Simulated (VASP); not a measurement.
TiSi16 (a cell with a defect), 17 atoms in the cell. The cell holds a defect, 17 atoms: a = 7.679 Å, b = 7.679 Å, c = 7.679 Å, α = 60.00°, β = 60.00°, γ = 60.00°. 

```yaml
Program: VASP 6.6.1
Task: single point
Functional: LDA
Potentials_or_basis: VASP PAW LDA potentials, release 64 (Si, Ti_sv)
Cutoff: 520 eV
k_mesh: 2 × 2 × 2
Occupations: gaussian, width 0.02 eV
Spin: no spin polarisation
Dipole_correction: no
Further_INCAR_settings: LREAL = Auto; ALGO = Normal; EDIFF = 1e-06; NBANDS = 52
```

Potentials or basis: VASP PAW LDA potentials, release 64 (Si, Ti_sv).

Launch:

```sh
$ cat potpaw_LDA.64/Si/POTCAR potpaw_LDA.64/Ti_sv/POTCAR > POTCAR
$ mpirun -np 1 vasp_std > vasp.out
```

Hardware: 1 thread of Intel(R) Xeon(R) 6975P-C (Granite Rapids) (shared host).

Problem. How long does it take, and how much memory?

Solution. Wall time 2.1 min on 1 thread of Intel(R) Xeon(R) 6975P-C (Granite Rapids) (shared host), peak memory 0.38 GiB. Counts: scf iterations 15, k points 8.
